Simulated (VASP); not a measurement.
Crystal: SiC3.

```
CELL_PARAMETERS angstrom
2.68678 0.00000 0.00000
0.00000 2.79640 0.00000
0.00000 0.00000 4.09004
ATOMIC_POSITIONS crystal
C 0.50000 0.00000 0.78909
C 0.50000 0.50000 0.00045
C 0.00000 0.50000 0.21255
Si 0.00000 0.00000 0.49791
```

This cell differs from its parent crystal: uniaxial x strain -3.9%.

Base run:

- Program: VASP 6.6.1
- Functional: r2SCAN
- Potentials or basis: VASP PAW PBE potentials, release 64 (C, Si)
- Cutoff: 520 eV
- k mesh: 10 × 10 × 6
- Occupations: gaussian, width 0.01 eV
- Spin: no spin polarisation

Its results: band gap on the k mesh 1.12 eV (least direct gap 1.67 eV); pressure 12.2 GPa; largest force 0.057 eV/Å.

**Question.** The run is repeated on the same cell with these changes: functional from r2SCAN to HSE06; k mesh from 10 × 10 × 6 to 6 × 6 × 4. What comes out?

**Answer.** Band gap on the k mesh 1.87 eV (least direct gap 2.43 eV); pressure 8.7 GPa; largest force 0.261 eV/Å.

Several settings changed at once.

Caveats: the cell stands under pressure; the PAW data sets were made with another functional, which shifts forces and pressure a little.

A k mesh can miss the band edges.
